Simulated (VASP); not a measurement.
Write the native input for VASP 6.6.1 that does the following.

```yaml
Task: density of states
Functional: PBEsol
Potentials_or_basis: VASP PAW PBE potentials, release 64 (Zr_sv)
Cutoff: 520 eV
k_mesh: 12 × 12 × 12
Occupations: fermi-dirac, width 0.1 eV
Spin: no spin polarisation
Dipole_correction: no
k_mesh_for_the_DOS: 18 × 18 × 18
Occupations_for_the_DOS: tetrahedron
Further_INCAR_settings: ALGO = Normal; EDIFF = 1e-07
```

Crystal: Zr.

```
CELL_PARAMETERS angstrom
0.00000 2.94141 2.94141
2.94141 0.00000 2.94141
2.94141 2.94141 0.00000
ATOMIC_POSITIONS crystal
Zr 0.87500 0.87500 0.87500
Zr 0.12500 0.12500 0.12500
```

This cell differs from its parent crystal: volume scaled by 0.88.

The input as run:

POSCAR

```
Zr
1.0
    0.0000000000      2.9414119275      2.9414119275
    2.9414119275      0.0000000000      2.9414119275
    2.9414119275      2.9414119275      0.0000000000
Zr
2
Direct
   -0.1250000000     -0.1250000000     -0.1250000000
    0.1250000000      0.1250000000      0.1250000000
```

INCAR.step1

```
SYSTEM = Zr
PREC     = Accurate       ! precision mode
ENCUT    = 520            ! plane-wave cutoff, eV
EDIFF    = 1E-7           ! SCF threshold, eV
ISMEAR   = -1             ! smearing method
SIGMA    = 0.1            ! smearing width, eV
LREAL    = .FALSE.        ! projectors in reciprocal space
LASPH    = .TRUE.         ! aspherical terms in the spheres
NELM     = 100            ! most SCF steps
ALGO     = Normal         ! electronic algorithm
ISIF     = 2              ! what is computed and relaxed
LWAVE    = .FALSE.        ! write WAVECAR
LCHARG   = .TRUE.         ! write CHGCAR
LMAXMIX  = 4              ! l up to which the mixer works
GGA      = PS             ! functional
NBANDS   = 19             ! bands
```

KPOINTS.step1

```
Automatic mesh
0
G
  12 12 12
  0 0 0
```

INCAR.step2

```
SYSTEM = Zr
PREC     = Accurate       ! precision mode
ENCUT    = 520            ! plane-wave cutoff, eV
EDIFF    = 1E-7           ! SCF threshold, eV
ISMEAR   = -5             ! smearing method
SIGMA    = 0.1            ! smearing width, eV
LREAL    = .FALSE.        ! projectors in reciprocal space
LASPH    = .TRUE.         ! aspherical terms in the spheres
NELM     = 100            ! most SCF steps
ALGO     = Normal         ! electronic algorithm
ISIF     = 2              ! what is computed and relaxed
LWAVE    = .FALSE.        ! write WAVECAR
LCHARG   = .FALSE.        ! write CHGCAR
LMAXMIX  = 4              ! l up to which the mixer works
GGA      = PS             ! functional
LORBIT   = 11             ! projections on sites
NEDOS    = 2001           ! points of the DOS
ICHARG   = 11             ! starting density
```

KPOINTS.step2

```
Automatic mesh
0
G
  18 18 18
  0 0 0
```

Potentials or basis: VASP PAW PBE potentials, release 64 (Zr_sv).

Command:

```console
$ cat potpaw_PBE.64/Zr_sv/POTCAR > POTCAR
$ cp INCAR.step1 INCAR
$ cp KPOINTS.step1 KPOINTS
$ mpirun -np 1 vasp_std > vasp.out
$ cp INCAR.step2 INCAR
$ cp KPOINTS.step2 KPOINTS
$ mpirun -np 1 vasp_std > vasp.out
```

It gave:

```yaml
Valence_electrons_inside_the_program's_atomic_spheres: Zr 10.32
```

Wall time 69 s on 1 thread of Intel(R) Xeon(R) 6975P-C (Granite Rapids), on a shared host, peak memory 0.26 GiB.
